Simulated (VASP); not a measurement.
# RbNa in VASP: a series of runs

RbNa is run at these levels: PBE; tasks: single point, relaxation of cell and atoms.

All numbers are computed with VASP 6.6.1; they aren't measurements. Logs are shortened: lines on timing, memory, paths and dates and some standing lists are left out, and cuts for length are marked.

**1. The cell of the first run**

It takes space group Pm-3m (No. 221, cubic). Conventional cell: a = 4.982 Å, b = 4.982 Å, c = 4.982 Å, α = 90.00°, β = 90.00°, γ = 90.00°. Within 5.7 Å of Rb (site symmetry m-3m) lie 8 Na at 4.31 Å and 6 Rb at 4.98 Å. Within 5.7 Å of Na (site symmetry m-3m) lie 8 Rb at 4.31 Å and 6 Na at 4.98 Å.

**2. Single point, PBE**

Contents of INCAR:

```
PREC = Accurate ; ENCUT = 520
EDIFF = 1E-6 ; ISMEAR = 0
SIGMA = 0.1 ; LREAL = False
LASPH = True ; NELM = 60
ALGO = Fast ; ISIF = 2
LWAVE = False ; LCHARG = False
GGA = PE ; NBANDS = 15
```

Contents of KPOINTS:

```
regular mesh
0
Gamma
  4 4 4
```

Contents of POSCAR:

```
RbNa
1.0
    4.9823005511      0.0000000000      0.0000000000
    0.0000000000      4.9823005511      0.0000000000
    0.0000000000      0.0000000000      4.9823005511
Rb Na
1 1
Direct
    0.0000000000      0.0000000000      0.0000000000
    0.5000000000      0.5000000000      0.5000000000
```

Potentials or basis: VASP PAW PBE potentials, release 64 (Rb_sv, Na_pv).

Command:

```
cat potpaw_PBE.64/Rb_sv/POTCAR potpaw_PBE.64/Na_pv/POTCAR > POTCAR
mpirun -np 1 vasp_std > vasp.out
```

OUTCAR:

```text
PREC = Accurate
   ENCUT = 520
   EDIFF = 1E-6
   ISMEAR = 0
   LREAL = False
   LASPH = True
   NELM = 60
   ISIF = 2
   GGA = PE

 ion  position               nearest neighbor table
   1  0.000  0.000  0.000-
   2  0.500  0.500  0.500-

  LATTYP: Found a simple cubic cell.
 ALAT       =     4.9823005511

  Lattice vectors:

 A1 = (   4.9823005511,   0.0000000000,   0.0000000000)
 A2 = (   0.0000000000,   4.9823005511,   0.0000000000)
 A3 = (   0.0000000000,   0.0000000000,   4.9823005511)

Analysis of symmetry for initial positions (statically):
=====================================================================
 Subroutine PRICEL returns:
 Original cell was already a primitive cell.

 Routine SETGRP: Setting up the symmetry group for a
 simple cubic supercell.

 Subroutine GETGRP returns: Found 48 space group operations
 (whereof 48 operations were pure point group operations)
 out of a pool of 48 trial point group operations.

The static configuration has the point symmetry O_h .

Analysis of symmetry for dynamics (positions and initial velocities):
=====================================================================
 Subroutine PRICEL returns:
 Original cell was already a primitive cell.

 Routine SETGRP: Setting up the symmetry group for a
 simple cubic supercell.

 Subroutine GETGRP returns: Found 48 space group operations
 (whereof 48 operations were pure point group operations)
 out of a pool of 48 trial point group operations.

The dynamic configuration has the point symmetry O_h .

 Subroutine INISYM returns: Found 48 space group operations
 (whereof 48 operations are pure point group operations),
 and found     1 'primitive' translations

----------------------------------------------------------------------------------------

                                     Primitive cell

  volume of cell :     123.6772

  direct lattice vectors                    reciprocal lattice vectors
     4.982300551  0.000000000  0.000000000     0.200710493  0.000000000  0.000000000
     0.000000000  4.982300551  0.000000000     0.000000000  0.200710493  0.000000000
     0.000000000  0.000000000  4.982300551     0.000000000  0.000000000  0.200710493

  length of vectors
     4.982300551  4.982300551  4.982300551     0.200710493  0.200710493  0.200710493

  position of ions in fractional coordinates (direct lattice)
     0.000000000  0.000000000  0.000000000
     0.500000000  0.500000000  0.500000000

  ion indices of the primitive-cell ions
   primitive index   ion index
                 1           1
                 2           2

----------------------------------------------------------------------------------------

 KPOINTS: regular mesh

Automatic generation of k-mesh.
 Grid dimensions read from file:
 generate k-points for:    4    4    4

 Generating k-lattice:

  Cartesian coordinates                     Fractional coordinates (reciprocal lattice)
     0.050177623  0.000000000  0.000000000     0.250000000  0.000000000  0.000000000
     0.000000000  0.050177623  0.000000000     0.000000000  0.250000000  0.000000000
     0.000000000  0.000000000  0.050177623     0.000000000  0.000000000  0.250000000

  Length of vectors
     0.050177623  0.050177623  0.050177623

  Shift w.r.t. Gamma in fractional coordinates (k-lattice)
     0.000000000  0.000000000  0.000000000

 Subroutine IBZKPT returns following result:
 ===========================================

 Found     10 irreducible k-points:

 Following reciprocal coordinates:
            Coordinates               Weight
  0.000000  0.000000  0.000000      1.000000
  0.250000  0.000000  0.000000      6.000000
  0.500000  0.000000  0.000000      3.000000
  0.250000  0.250000  0.000000     12.000000
  0.500000  0.250000  0.000000     12.000000
  0.500000  0.500000  0.000000      3.000000
  0.250000  0.250000  0.250000      8.000000
  0.500000  0.250000  0.250000     12.000000
  0.500000  0.500000  0.250000      6.000000
  0.500000  0.500000  0.500000      1.000000
   k-points           NKPTS =     10   k-points in BZ     NKDIM =     10   number of bands    NBANDS=     15
   number of dos      NEDOS =    301   number of ions     NIONS =      2
   total plane-waves  NPLWV =  64000
   dimension x,y,z NGX =    40 NGY =   40 NGZ =   40
   dimension x,y,z NGXF=    80 NGYF=   80 NGZF=   80
   ions per type =               1   1
   NGX,Y,Z   is equivalent  to a cutoff of  13.35, 13.35, 13.35 a.u.
   NGXF,Y,Z  is equivalent  to a cutoff of  26.69, 26.69, 26.69 a.u.
 SYSTEM =  unknown system
   PREC   = accura    normal or accurate (medium, high low for compatibility)
   ISTART =      0    job   : 0-new  1-cont  2-samecut
   ICHARG =      2    charge: 1-file 2-atom 10-const
   ISPIN  =      1    spin polarized calculation?
   LNONCOLLINEAR =      F non collinear calculations
   LSORBIT =      F    spin-orbit coupling
   LASPH  =      T    aspherical Exc in radial PAW
   ENCUT  =  520.0 eV  38.22 Ry    6.18 a.u.   9.26  9.26  9.26*2*pi/ulx,y,z
   NELM   =     60;   NELMIN=  2; NELMDL= -5     # of ELM steps
   EDIFF  = 0.1E-05   stopping-criterion for ELM
   LREAL  =      F    real-space projection
   EDIFFG = 0.1E-04   stopping-criterion for IOM
   NSW    =      0    number of steps for IOM
   IBRION =     -1    ionic relax: 0-MD 1-quasi-New 2-CG
   NFREE  =      0    steps in history (QN), initial steepest desc. (CG)
   ISIF   =      2    stress and relaxation
   ISYM   =      2    0-nonsym 1-usesym 2-fastsym
   POTIM  = 0.5000    time-step for ionic-motion
   TEBEG  =    0.0;   TEEND  =   0.0 temperature during run
   PSTRESS=    0.0 pullay stress
   NELECT =      16.0000    total number of electrons
   NUPDOWN=      -1.0000    fix difference up-down
   EMIN   =  10.00;   EMAX   =-10.00  energy-range for DOS
   EFERMI =   0.00;   METHOD = LEGACY
   ISMEAR =     0;   SIGMA  =   0.10  broadening in eV -4-tet -1-fermi 0-gaus
   EFERMI_NEDOS =   21; number of points for ismear=-14 and -15
   IALGO  =     68    algorithm
   IMIX   =      4    mixing-type and parameters
     AMIX     =   0.40;   BMIX     =  1.00
     AMIX_MAG =   1.60;   BMIX_MAG =  1.00
  volume/ion in A,a.u.               =      61.84       417.31
  Fermi-wavevector in a.u.,A,eV,Ry     =   0.827977  1.564650  9.327417  0.685546
  Thomas-Fermi vector in A             =   1.940274
   LORBIT       =      0    0 simple, 1 ext, 2 COOP (PROOUT), +10 PAW based schemes
   GGA     = PE    functional components
   LHFCALC =     F    Hartree Fock is set to
   AEXX    =    0.0000 exact exchange contribution
   IVDW    =     0    specifies the selected vdW correction
   LEPSILON=     F    determine dielectric tensor
   LRPA    =     F    only Hartree local field effects (RPA)
 non-spin polarized calculation
 RMM-DIIS sequential band-by-band and
 Gauss-broadening in eV      SIGMA  =   0.10
  energy-cutoff  :      520.00
  volume of cell :      123.68
 maximum number of plane-waves:      3362
 NGX is ok and might be reduce to    40
   NGX = 19   NGY = 19   NGZ = 19

 number of electron      15.9999989 magnetization

 Free energy of the ion-electron system (eV)
  ---------------------------------------------------
  ext. energy  EPLUGINS =         0.00000000
  ---------------------------------------------------
  free energy    TOTEN  =        -2.15061626 eV

  energy without entropy =       -2.13522709  energy(sigma->0) =       -2.14292168

 E-fermi :  -0.0914     XC(G=0):  -5.8987

 val. band max:       -0.1220708486   @ k =   0.5000   0.2500   0.0000
 cond. band min:       0.0088443387   @ k =   0.5000   0.5000   0.0000
 fundamental gap:      0.1309151872
 Fermi energy:        -0.0913669260

 k-point     1 :       0.0000    0.0000    0.0000
  band No.  band energies     occupation
      1     -28.5196      2.00000
      2     -25.0971      2.00000
      3     -25.0971      2.00000
      4     -25.0971      2.00000
      5     -12.5910      2.00000
      6     -12.5910      2.00000
      7     -12.5910      2.00000
      8      -2.3207      2.00000
      9       2.2008      0.00000
     10       2.2008      0.00000
     11       3.8819      0.00000
     12       3.8819      0.00000
     13       3.8819      0.00000
     14       5.4395      0.00000
     15       5.4428      0.00000

 k-point     2 :       0.2500    0.0000    0.0000
  band No.  band energies     occupation
      1     -28.5188      2.00000
      2     -25.0974      2.00000
      3     -25.0971      2.00000
      4     -25.0971      2.00000
      5     -12.6221      2.00000
      6     -12.5883      2.00000
      7     -12.5883      2.00000
      8      -1.8793      2.00000
      9       1.0850      0.00000
     10       2.5009      0.00000
     11       3.6217      0.00000
     12       3.6217      0.00000
     13       4.2149      0.00000
     14       5.6193      0.00000
     15       5.6230      0.00000

 k-point     3 :       0.5000    0.0000    0.0000
  band No.  band energies     occupation
      1     -28.5181      2.00000
      2     -25.0977      2.00000
      3     -25.0971      2.00000
      4     -25.0971      2.00000
      5     -12.6527      2.00000
      6     -12.5857      2.00000
      7     -12.5857      2.00000
      8      -0.7130      2.00000
      9      -0.5941      2.00000
     10       3.0014      0.00000
     11       3.3974      0.00000
     12       3.3974      0.00000
     13       4.6470      0.00000
     14       5.8542      0.00000
     15       5.8844      0.00000

 k-point     4 :       0.2500    0.2500    0.0000
  band No.  band energies     occupation
      1     -28.5181      2.00000
      2     -25.0974      2.00000
      3     -25.0974      2.00000
      4     -25.0971      2.00000
      5     -12.6195      2.00000
      6     -12.6178      2.00000
      7     -12.5857      2.00000
      8      -1.4619      2.00000
      9       1.3807      0.00000
     10       1.4090      0.00000
     11       3.2575      0.00000
     12       3.7081      0.00000
     13       4.4871      0.00000
     14       4.6325      0.00000
     15       5.2378      0.00000

 k-point     5 :       0.5000    0.2500    0.0000
  band No.  band energies     occupation
      1     -28.5173      2.00000
      2     -25.0977      2.00000
      3     -25.0974      2.00000
      4     -25.0971      2.00000
      5     -12.6485      2.00000
      6     -12.6152      2.00000
      7     -12.5830      2.00000
      8      -0.4598      2.00000
      9      -0.1221      1.33587
     10       2.0115      0.00000
     11       2.6181      0.00000
     12       3.6668      0.00000
     13       4.5455      0.00000
     14       5.0258      0.00000
     15       5.7324      0.00000

 k-point     6 :       0.5000    0.5000    0.0000
  band No.  band energies     occupation
      1     -28.5165      2.00000
      2     -25.0977      2.00000
      3     -25.0977      2.00000
      4     -25.0971      2.00000
      5     -12.6444      2.00000
      6     -12.6444      2.00000
      7     -12.5804      2.00000
      8       0.0088      0.15642
      9       0.9975      0.00000
     10       0.9975      0.00000
     11       1.2729      0.00000
     12       4.0965      0.00000
     13       4.0965      0.00000
     14       5.7856      0.00000
     15       5.8002      0.00000

 k-point     7 :       0.2500    0.2500    0.2500
  band No.  band energies     occupation
      1     -28.5173      2.00000
      2     -25.0974      2.00000
      3     -25.0974      2.00000
      4     -25.0974      2.00000
      5     -12.6169      2.00000
      6     -12.6146      2.00000
      7     -12.6146      2.00000
      8      -1.0684      2.00000
      9       1.5746      0.00000
     10       1.5746      0.00000
     11       2.0754      0.00000
     12       3.5800      0.00000
     13       3.5800      0.00000
     14       5.6761      0.00000
     15       6.1409      0.00000

 k-point     8 :       0.5000    0.2500    0.2500
  band No.  band energies     occupation
      1     -28.5165      2.00000
      2     -25.0977      2.00000
      3     -25.0974      2.00000
      4     -25.0974      2.00000
      5     -12.6447      2.00000
      6     -12.6127      2.00000
      7     -12.6115      2.00000
      8      -0.1803      1.79169
      9       0.2979      0.00000
     10       1.8306      0.00000
     11       2.9194      0.00000
     12       2.9700      0.00000
     13       3.0754      0.00000
     14       4.8549      0.00000
     15       6.0526      0.00000

 k-point     9 :       0.5000    0.5000    0.2500
  band No.  band energies     occupation
      1     -28.5157      2.00000
      2     -25.0977      2.00000
      3     -25.0977      2.00000
      4     -25.0973      2.00000
      5     -12.6408      2.00000
      6     -12.6408      2.00000
      7     -12.6090      2.00000
      8       0.3742      0.00000
      9       1.0620      0.00000
     10       1.0620      0.00000
     11       1.8915      0.00000
     12       3.4464      0.00000
     13       3.4464      0.00000
     14       3.5162      0.00000
     15       5.6995      0.00000

 k-point    10 :       0.5000    0.5000    0.5000
  band No.  band energies     occupation
      1     -28.5149      2.00000
      2     -25.0976      2.00000
      3     -25.0976      2.00000
      4     -25.0976      2.00000
      5     -12.6372      2.00000
      6     -12.6372      2.00000
      7     -12.6372      2.00000
      8       1.1398      0.00000
      9       1.1398      0.00000
     10       1.1398      0.00000
     11       2.0391      0.00000
     12       2.9819      0.00000
     13       2.9819      0.00000
     14       2.9819      0.00000
     15       4.7633      0.00000

------------------------ aborting loop because EDIFF is reached ----------------------------------------

  FORCE on cell =-STRESS in cart. coord.  units (eV):
  Direction    XX          YY          ZZ          XY          YZ          ZX
  --------------------------------------------------------------------------------------
  -------------------------------------------------------------------------------------
  Total        0.0560274      0.0560274      0.0560274     -0.0000000     -0.0000000      0.0000000
  in kB        0.7258071      0.7258071      0.7258071     -0.0000000     -0.0000000      0.0000000
  external PRESSURE =       0.7258071 kB  Pullay stress =       0.0000000 kB

 VOLUME and BASIS-vectors are now :
 -----------------------------------------------------------------------------
  energy-cutoff  :      520.00
  volume of cell :      123.68
      direct lattice vectors                 reciprocal lattice vectors
     4.982300551  0.000000000  0.000000000     0.200710493  0.000000000  0.000000000
     0.000000000  4.982300551  0.000000000     0.000000000  0.200710493  0.000000000
     0.000000000  0.000000000  4.982300551     0.000000000  0.000000000  0.200710493

 POSITION                                       TOTAL-FORCE (eV/Angst)
 -----------------------------------------------------------------------------------
      0.00000      0.00000      0.00000         0.000000      0.000000      0.000000
      2.49115      2.49115      2.49115         0.000000      0.000000      0.000000
 -----------------------------------------------------------------------------------
    total drift:                               -0.000000      0.000000     -0.000000

  FREE ENERGIE OF THE ION-ELECTRON SYSTEM (eV)
  ---------------------------------------------------
  free  energy   TOTEN  =        -2.1506162623 eV

  energy  without entropy=       -2.1352270935  energy(sigma->0) =       -2.14292168
```

It took 12 s on 1 thread of Intel Xeon 6975P-C, shared host; peak memory 0.23 GiB.

Results:

```yaml
Free_energy: -2.1506 eV
Pressure: 0.1 GPa
Band_gap_on_the_k_mesh: zero (band 8 reaches 1.14 eV, above the bottom of band 9 at -0.59 eV)
```

(Part 1 of 2 ends here.)
